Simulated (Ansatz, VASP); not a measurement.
# One calculation of ZnSe, two programs

File INCAR:

```
SYSTEM = ZnSe
ALGO = Normal
EDIFF = 1E-7
EDIFFG = -0.05
ENCUT = 500
GGA = PS
GGA_COMPAT = .False.
IBRION = 2
ISIF = 3
ISMEAR = 0
LASPH = .True.
LCHARG = .False.
LREAL = .False.
LWAVE = .False.
NELM = 120
NELMIN = 4
NSW = 80
PREC = Accurate
SIGMA = 0.1
```

Contents of KPOINTS:

```
k-points
0
Gamma
  6 6 6
  0 0 0
```

The input POSCAR:

```
ZnSe
1.0
    0.0000000000      3.0256774899      3.0256774899
    3.0256774899      0.0000000000      3.0256774899
    3.0256774899      3.0256774899      0.0000000000
Zn Se
1 1
Direct
    0.0000000000      0.0000000000      0.0000000000
    0.2500000000      0.2500000000      0.2500000000
```

Input for Ansatz:

```yaml
crystal:
  lattice:
    - [0.0, 3.0256774899, 3.0256774899]
    - [3.0256774899, 0.0, 3.0256774899]
    - [3.0256774899, 3.0256774899, 0.0]
  atoms:
    - { symbol: Zn, position: [0.0, 0.0, 0.0] }
    - { symbol: Se, position: [0.25, 0.25, 0.25] }
basis:
  ecutwfc: 420
kpoints:
  mp_grid: { grid: [6, 6, 6] }
hamiltonian:
  xc: pbesol
scf:
  occupations: { method: gaussian, width: 0.1 }
output:
  forces: true
  stress: true
  eigenvalues: true
relax:
  adjacent_minimum: "off"
  f_tol: 0.05
  max_steps: 60
  cell: { stress_tol: 0.5 }
```

Alike in both runs: task relaxation of cell and atoms; functional PBEsol; k mesh 6 × 6 × 6; occupations gaussian, width 0.1 eV; no spin polarisation.

|  | VASP | Ansatz |
| --- | --- | --- |
| version | VASP 6.6.1 | Ansatz 0.2.0 |
| potentials or method | VASP PAW PBE potentials, release 64 (Zn, Se), cutoff 500 eV | scalar-relativistic, plane waves, PAW |
| valence electrons in the cell | 18 | 28 |

Ansatz gave:

- gap on the k mesh at the Fermi level, each at its own relaxed structure (eV): 1.22
- relaxed volume (Å³/atom): 22.45
- relaxed cell length with the largest relative difference (Å): 3.989

**Question.** Which values does VASP return?

**Answer.** gap on the k mesh at the Fermi level, each at its own relaxed structure (eV): 1.22; relaxed volume (Å³/atom): 22.44; relaxed cell length with the largest relative difference (Å): 3.989.

VASP's potentials were made for PBE, not for PBEsol. VASP's potentials hold 18 valence electrons a cell and Ansatz's 28, so a difference there can come from the potentials and not from the codes.

Noted on VASP's run: the volume moved by over 15 % at a fixed basis, so the end points are rough.
